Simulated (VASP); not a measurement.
Set up this calculation in VASP 6.6.1, as the native input.

* Task: single point
* Functional: r2SCAN
* Potentials or basis: VASP PAW PBE potentials, release 64 (Ti_sv, N)
* Cutoff: 520 eV
* k mesh: 17 × 17 × 17
* Occupations: fermi-dirac, width 0.1 eV
* Spin: no spin polarisation
* Dipole correction: no
* Further INCAR settings: ALGO = Normal; EDIFF = 1e-06; NBANDS = 16

TiN (rocksalt type):

```
Ti N
1.0
     0.00000    2.11657    2.11657
     2.11657    0.00000    2.11657
     2.11657    2.11657    0.00000
Ti N
1 1
Direct
  0.00000 0.00000 0.00000
  0.50000 0.50000 0.50000
```

One way to write it, as run:

POSCAR

```
TiN
1.0
    0.0000000000      2.1165700727      2.1165700727
    2.1165700727      0.0000000000      2.1165700727
    2.1165700727      2.1165700727      0.0000000000
Ti N
1 1
Direct
    0.0000000000      0.0000000000      0.0000000000
    0.5000000000      0.5000000000      0.5000000000
```

INCAR.step1

```
SYSTEM = TiN
PREC = Accurate ; ENCUT = 520
ISMEAR = -1 ; SIGMA = 0.1
LREAL = .False. ; LASPH = .True.
NELM = 60 ; NBANDS = 16
GGA = PE ; ALGO = Normal
EDIFF = 1E-4 ; LWAVE = .True.
LCHARG = .False.
```

INCAR.step2

```
SYSTEM = TiN
PREC = Accurate ; ENCUT = 520
EDIFF = 1E-6 ; ISMEAR = -1
SIGMA = 0.1 ; LREAL = .False.
LASPH = .True. ; NELM = 60
ALGO = Normal ; ISIF = 2
LWAVE = .False. ; LCHARG = .True.
METAGGA = R2SCAN ; LMIXTAU = .True.
LELF = .True. ; LVHAR = .True.
NBANDS = 16 ; ISTART = 1
```

KPOINTS

```
regular mesh
0
Gamma
  17 17 17
  0 0 0
```

Potentials or basis: VASP PAW PBE potentials, release 64 (Ti_sv, N).

Run with:

```sh
$ cat potpaw_PBE.64/Ti_sv/POTCAR potpaw_PBE.64/N/POTCAR > POTCAR
$ cp INCAR.step1 INCAR
$ mpirun -np 1 vasp_std > vasp.out
$ cp INCAR.step2 INCAR
$ mpirun -np 1 vasp_std > vasp.out
```

It gave:

- Pressure: 1.5 GPa

Caveat: the PAW data sets were made with another functional, which shifts forces and pressure a little.

Run time: 2.8 min on 1 thread of Intel(R) Xeon(R) Platinum 8259CL CPU @ 2.50GHz (Skylake/Cascade Lake) (shared host), peak memory 0.18 GiB.
